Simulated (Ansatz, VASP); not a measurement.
**CuH3 in VASP and in Ansatz**

```
Cu H
1.0
     2.77176    0.00000    0.00000
     0.00000    2.77176    0.00000
     0.00000    0.00000    2.77176
Cu H
1 3
Direct
  0.00000 0.00000 0.00000
  0.50000 0.50000 0.00000
  0.50000 0.00000 0.50000
  0.00000 0.50000 0.50000
```

Change from the starting cell: species swapped into the EuBi3 type (Pm-3m, No. 221).

Alike in both runs: functional PBE; k mesh 6 × 6 × 6; occupations gaussian, width 0.1 eV; no spin polarisation.

Ansatz relaxed the structure, and its values are those at the end. VASP's run is a single point on that final structure, the one shown.

```csv
,VASP,Ansatz
version,VASP 6.6.1,Ansatz 0.2.0
potentials or method,"VASP PAW PBE potentials, release 64 (Cu, H), cutoff 600 eV","scalar-relativistic, plane waves, PAW"
valence electrons in the cell,14,22
```

|  | VASP | Ansatz | Ansatz less VASP |
| --- | --- | --- | --- |
| gap on the k mesh at the Fermi level (eV) | none | none | - |
| pressure (GPa) | 0.4 | 0.2 | -0.25 |

A gap of «none» marks a metal or a gap that the smearing closes. With one functional, cell and mesh, what is left measures potentials, basis and numerics. VASP's potentials hold 14 valence electrons a cell and Ansatz's 22, so a difference there can come from the potentials and not from the codes.

The k mesh is coarse, so the values compare programs but aren't converged.
